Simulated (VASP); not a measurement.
# H3Cl4 (a cell with a defect): single point with PBE

H3Cl4 (a cell with a defect):

```
H Cl
1.0
    -5.08694   -0.03047    5.89012
    -0.01786   -5.39192    0.01261
     2.51866    0.00156    2.92354
H Cl
3 4
Direct
  0.46727 0.83901 0.03443
  0.96192 0.81084 0.04063
  0.52081 0.32385 0.90317
  0.38135 0.00505 0.26353
  0.86624 0.99271 0.25264
  0.12248 0.50773 0.73740
  0.62967 0.49932 0.74505
```

```json
{
 "Program": "VASP 6.6.1",
 "Task": "single point",
 "Functional": "PBE",
 "Potentials or basis": "VASP PAW PBE potentials, release 64 (H, Cl)",
 "Cutoff": "520 eV",
 "k mesh": "2 × 3 × 4",
 "Occupations": "gaussian, width 0.1 eV",
 "Spin": "no spin polarisation"
}
```

The pressure is -2.5 GPa and the largest force is 1.937 eV/Å.

Forces on the atoms (eV/Å):
```
H    0.923 -0.677  0.216
H    1.188 -1.124  0.101
H   -0.787 -0.837  0.249
Cl  -1.048  0.742 -0.272
Cl  -1.460  1.272 -0.034
Cl   0.207 -0.168 -0.013
Cl   0.978  0.793 -0.247
```

Stress tensor (GPa, compression positive):
```
-3.97  1.46 -0.39
 1.46 -3.27  0.34
-0.39  0.34 -0.29
```

Levels at points of the mesh, in eV from the Fermi level:
```csv
k point,band 12,band 13,band 14,band 15,band 16,band 17,band 18,band 19,band 20,band 21
"(0.00, 0.00, 0.00)",-0.41,-0.29,-0.09,0.00,0.13,5.54,6.99,7.18,8.33,9.28
"(0.50, 0.00, 0.00)",-0.47,-0.40,-0.21,-0.12,0.10,6.21,6.55,7.02,8.84,9.12
"(0.00, 0.00, 0.50)",-0.66,-0.53,-0.29,-0.29,-0.06,5.97,6.52,7.18,8.35,9.48
"(0.50, 0.00, 0.50)",-0.69,-0.55,-0.40,-0.28,-0.18,6.39,6.58,6.74,8.86,9.34
```

It took 80 s on 1 thread of Intel(R) Xeon(R) Platinum 8259CL CPU @ 2.50GHz (Skylake/Cascade Lake), on a shared host, peak memory 0.25 GiB.

Caveat: the k points lie up to 0.41 Å⁻¹ apart; an odd number of electrons without spin polarisation forces a metal; a magnetic or distorted state may lie lower.
